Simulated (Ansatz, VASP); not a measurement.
**Sc: VASP beside Ansatz**

Contents of POSCAR:

```
Sc
1.0
    1.8401783019     -5.8374236165      0.0000000000
    1.8401783019      5.8374236165      0.0000000000
    0.0000000000      0.0000000000      4.8700791314
Sc
4
Direct
    0.0980000000      0.9020000000      0.9100000000
    0.5980000000      0.4020000000      0.5900000000
    0.9020000000      0.0980000000      0.0900000000
    0.4020000000      0.5980000000      0.4100000000
```

Contents of INCAR.step1:

```
SYSTEM = Sc
ALGO     = Normal         ! electronic algorithm
EDIFF    = 1E-4           ! SCF threshold, eV
ENCUT    = 520            ! plane-wave cutoff, eV
GGA      = PE             ! functional
ISMEAR   = 0              ! smearing method
LASPH    = .True.         ! aspherical terms in the spheres
LCHARG   = .False.        ! write CHGCAR
LREAL    = .False.        ! projectors in reciprocal space
LWAVE    = .True.         ! write WAVECAR
NBANDS   = 30             ! bands
NELM     = 100            ! most SCF steps
PREC     = Accurate       ! precision mode
SIGMA    = 0.1            ! smearing width, eV
```

File INCAR.step2:

```
SYSTEM = Sc
ALGO     = Normal         ! electronic algorithm
EDIFF    = 1E-6           ! SCF threshold, eV
ENCUT    = 520            ! plane-wave cutoff, eV
ISIF     = 2              ! what is computed and relaxed
ISMEAR   = 0              ! smearing method
ISTART   = 1            
LASPH    = .True.         ! aspherical terms in the spheres
LCHARG   = .False.        ! write CHGCAR
LMIXTAU  = .True.       
LREAL    = .False.        ! projectors in reciprocal space
LWAVE    = .False.        ! write WAVECAR
METAGGA  = R2SCAN         ! meta-GGA
NBANDS   = 30             ! bands
NELM     = 100            ! most SCF steps
PREC     = Accurate       ! precision mode
SIGMA    = 0.1            ! smearing width, eV
```

File KPOINTS:

```
k-points
0
Gamma
  6 6 4
  0 0 0
```

Input for Ansatz:

```yaml
crystal:
  lattice:
    - [1.8401783019, -5.8374236165, 0.0]
    - [1.8401783019, 5.8374236165, 0.0]
    - [0.0, 0.0, 4.8700791314]
  atoms:
    - { symbol: Sc, position: [0.098, 0.902, 0.91] }
    - { symbol: Sc, position: [0.598, 0.402, 0.59] }
    - { symbol: Sc, position: [0.902, 0.098, 0.09] }
    - { symbol: Sc, position: [0.402, 0.598, 0.41] }
basis:
  ecutwfc: 500
kpoints:
  mp_grid: { grid: [6, 6, 4] }
hamiltonian:
  xc: r2scan
scf:
  occupations: { method: gaussian, width: 0.1 }
  lower_state_search: "off"
output:
  forces: true
  stress: true
  eigenvalues: true
```

Alike in both runs: task single point; functional r2SCAN; k mesh 6 × 6 × 4; occupations gaussian, width 0.1 eV; no spin polarisation.

|  | VASP | Ansatz |
| --- | --- | --- |
| version | VASP 6.6.1 | Ansatz 0.2.0 |
| potentials or method | VASP PAW PBE potentials, release 64 (Sc_sv), cutoff 520 eV | scalar-relativistic, plane waves, PAW |
| valence electrons in the cell | 44 | 44 |

Ansatz gave:

```
gap on the k mesh at the Fermi level (eV)                     : none
pressure (GPa)                                                : -1.3
traceless stress, the component that is largest in VASP (GPa) : 2.87
rms of the force components (eV/Å)                            : 1.367
```

Task: Estimate VASP's values.

Result: gap on the k mesh at the Fermi level (eV): none; pressure (GPa): -0.7; traceless stress, the component that is largest in VASP (GPa): 3.08; rms of the force components (eV/Å): 1.422.

VASP's potentials were made for PBE, not for r2SCAN. Atom by atom the forces differ by 0.055 eV/Å (rms over components). A gap of «none» marks a metal or a gap that the smearing closes. With one functional, cell and mesh, what is left measures potentials, basis and numerics.
